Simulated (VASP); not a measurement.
Write the native input for VASP 6.6.1 that does the following.

* Task: electric field gradients
* Functional: PBE
* Potentials or basis: VASP PAW PBE potentials, release 64 (Ce, C)
* Cutoff: 520 eV
* k mesh: 18 × 18 × 18
* Occupations: fermi-dirac, width 0.03 eV
* Spin: no spin polarisation
* Dipole correction: no
* Further INCAR settings: ALGO = Normal; EDIFF = 1e-08; NBANDS = 15; ISYM = 0

The structure of CeC lies in POSCAR:

```
CeC
1.0
    0.0000000000      2.5960690000      2.5960690000
    2.5960690000      0.0000000000      2.5960690000
    2.5960690000      2.5960690000      0.0000000000
Ce C
1 1
Direct
    0.0000000000      0.0000000000      0.0000000000
    0.5000000000      0.5000000000      0.5000000000
```

These files were run (other wordings do the same):

INCAR

```
ALGO = Normal ; EDIFF = 1E-8
ENCUT = 520 ; GGA = PE
GGA_COMPAT = F ; ISIF = 2
ISMEAR = -1 ; ISYM = 0
KPAR = 4 ; LASPH = T
LCHARG = F ; LEFG = T
LMAXMIX = 6 ; LREAL = F
LWAVE = F ; NBANDS = 15
NELM = 200 ; PREC = Accurate
SIGMA = 0.03
```

KPOINTS

```
k-points
0
Gamma
  18 18 18
```

Potentials or basis: VASP PAW PBE potentials, release 64 (Ce, C).

The run is started by

```bash
$ cat potpaw_PBE.64/Ce/POTCAR potpaw_PBE.64/C/POTCAR > POTCAR
$ mpirun -np 4 vasp_std > vasp.out
```

Results of the run:

```yaml
Pressure: 0.1 GPa
Band_gap_on_the_k_mesh: zero (bands 8 and 9 overlap by 0.51 eV)
Largest_electric_field_gradient_by_atom: zero within the noise of the run
```

Caveat: spin-orbit coupling is left out, which moves the levels of the heavy elements; semilocal functionals describe open f shells poorly, which spoils levels, moments and volumes.

It took 5.3 min on 4 MPI ranks on Intel(R) Xeon(R) 6975P-C (Granite Rapids), on a shared host, peak memory 1.8 GiB a rank.
